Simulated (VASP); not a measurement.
**CdF2: single point with PBEsol**

CdF2:

```xyz
3
Lattice="0.3380 2.8732 2.8732 2.8732 0.3380 2.8732 2.8732 2.8732 0.3380" Properties=species:S:1:pos:R:3 pbc="T T T"
Cd    0.0000    0.0000    0.0000
F     1.5211    1.5211    1.5211
F     4.5633    4.5633    4.5633
```

This cell differs from its parent crystal: ratio of the length along [111] to the lengths across it x 1.2, volume and fractional coordinates fixed.

```json
{
  "Program": "VASP 6.6.1",
  "Task": "single point",
  "Functional": "PBEsol",
  "Potentials or basis": "VASP PAW PBE potentials, release 64 (Cd_sv_GW, F)",
  "Cutoff": "700 eV",
  "k mesh": "8 × 8 × 8",
  "Occupations": "gaussian, width 0.05 eV",
  "Spin": "no spin polarisation"
}
```

```json
{
  "Pressure": "3.0 GPa",
  "Largest force": "0.212 eV/Å",
  "Band gap on the k mesh": "3.01 eV (least direct gap 3.28 eV)"
}
```

Forces in eV/Å, atoms in the order of the input:
```
Cd   0.000  0.000  0.000
F   -0.122 -0.122 -0.122
F    0.122  0.122  0.122
```

Stress tensor (GPa, compression positive):
```
 2.96 -1.92 -1.92
-1.92  2.96 -1.92
-1.92 -1.92  2.96
```

Levels at points of the mesh, in eV from the valence-band top:
| k point | band 15 | band 16 | band 17 | band 18 | band 19 | band 20 |
| --- | --- | --- | --- | --- | --- | --- |
| (0.00, 0.00, 0.00) | -0.80 | -0.27 | -0.27 | 3.01 | 10.59 | 13.78 |
| (0.50, 0.00, 0.00) | -1.93 | -0.70 | -0.36 | 7.45 | 9.20 | 13.10 |
| (0.50, 0.50, 0.00) | -0.78 | -0.30 | 0.00 | 8.04 | 9.38 | 11.77 |
| (0.50, 0.50, 0.50) | -1.90 | -0.11 | -0.11 | 6.28 | 8.16 | 15.22 |

Run time: 40 s on 1 thread of Intel(R) Xeon(R) 6975P-C (Granite Rapids) (shared host), peak memory 0.27 GiB.

Caveat: the PAW data sets were made with another functional, which shifts forces and pressure a little. A k mesh can miss the band edges.
